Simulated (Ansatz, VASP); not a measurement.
## Si: VASP beside Ansatz

```
Si
1.0
     0.00000    2.71681    2.71681
     2.71681    0.00000    2.71681
     2.71681    2.71681    0.00000
Si
2
Direct
  0.75000 0.75000 0.75000
  0.50000 0.50000 0.50000
```

Alike in both runs: functional PBEsol; k mesh 12 × 12 × 12; occupations gaussian, width 0.02 eV; no spin polarisation.

Ansatz relaxed the structure, and its values are those at the end. VASP's run is a single point on that final structure, the one shown.

|  | VASP | Ansatz |
| --- | --- | --- |
| version | VASP 6.6.1 | Ansatz 0.2.0 |
| potentials or method | VASP PAW PBE potentials, release 64 (Si), cutoff 520 eV | scalar-relativistic, plane waves, PAW |
| valence electrons in the cell | 8 | 8 |

|  | VASP | Ansatz | Ansatz less VASP |
| --- | --- | --- | --- |
| gap on the k mesh at the Fermi level (eV) | 0.46 | 0.46 | +0.005 |
| least direct gap on the mesh (eV) | 2.52 | 2.52 | +0.003 |
| pressure (GPa) | 0.1 | 0.0 | -0.11 |

VASP's potentials were made for PBE, not for PBEsol. The functional is the same, so the differences come from potentials, cutoffs and numerics.
